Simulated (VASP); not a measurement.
Set up this calculation in VASP 6.6.1, as the native input.

| Quantity | Value |
| --- | --- |
| Task | single point |
| Functional | LDA |
| Potentials or basis | VASP PAW LDA potentials, release 64 (Al, Pd) |
| Cutoff | 500 eV |
| k mesh | 6 × 3 × 6 |
| Occupations | fermi-dirac, width 0.1 eV |
| Spin | no spin polarisation |
| Dipole correction | no |
| Further INCAR settings | ALGO = Normal; EDIFF = 1e-06; NBANDS = 25 |

The structure of Al2Pd lies in POSCAR:

```
Al2Pd
1.0
    0.0000000000      2.9495355700      2.9495355700
    5.8990711400      0.0000000000      5.8990711400
    2.9495355700      2.9495355700      0.0000000000
Al Pd
4 2
Direct
    0.2500000000      0.1250000000      0.2500000000
    0.7500000000      0.3750000000      0.7500000000
    0.2500000000      0.6250000000      0.2500000000
    0.7500000000      0.8750000000      0.7500000000
    0.0000000000      0.0000000000      0.0000000000
    0.0000000000      0.5000000000      0.0000000000
```

The input as run:

INCAR

```
PREC = Accurate ; ENCUT = 500
EDIFF = 1E-6 ; ISMEAR = -1
SIGMA = 0.1 ; LREAL = F
LASPH = T ; NELM = 120
ALGO = Normal ; ISIF = 2
LWAVE = F ; LCHARG = F
NBANDS = 25 ; GGA_COMPAT = F
```

KPOINTS

```
regular mesh
0
Gamma
  6 3 6
```

Potentials or basis: VASP PAW LDA potentials, release 64 (Al, Pd).

Run with:

```sh
$ cat potpaw_LDA.64/Al/POTCAR potpaw_LDA.64/Pd/POTCAR > POTCAR
$ mpirun -np 1 vasp_std > vasp.out
```

Results of the run:

* Pressure: -3.3 GPa
* Band gap on the k mesh: zero (bands 16 and 17 overlap by 3.58 eV)

Caveat: the cell stands under tension.

Run time: 28 s on 1 thread of Intel(R) Xeon(R) 6975P-C (Granite Rapids) (shared host), peak memory 0.2 GiB.
